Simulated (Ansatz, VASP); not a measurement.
**ZrSi3: VASP beside Ansatz**

```xyz
4
Lattice="3.9773 0.0000 0.0000 0.0000 3.9773 0.0000 0.0000 0.0000 3.9773" Properties=species:S:1:pos:R:3 pbc="T T T"
Zr    0.0000    0.0000    0.0000
Si    0.0000    1.9887    1.9887
Si    1.9887    0.0000    1.9887
Si    1.9887    1.9887    0.0000
```

Alike in both runs: functional PBE; k mesh 4 × 4 × 4; occupations gaussian, width 0.1 eV; no spin polarisation.

Ansatz relaxed the structure, and its values are those at the end. VASP's run is a single point on that final structure, the one shown.

```csv
,VASP,Ansatz
version,VASP 6.6.1,Ansatz 0.2.0
potentials or method,"VASP PAW PBE potentials, release 64 (Zr_sv, Si), cutoff 520 eV","scalar-relativistic, plane waves, PAW"
valence electrons in the cell,24,24
```

|  | VASP | Ansatz | Ansatz less VASP |
| --- | --- | --- | --- |
| gap on the k mesh at the Fermi level (eV) | none | none | - |
| pressure (GPa) | -0.1 | -0.2 | -0.01 |

A gap of «none» marks a metal or a gap that the smearing closes.

The k mesh is coarse, so the values compare programs but aren't converged.
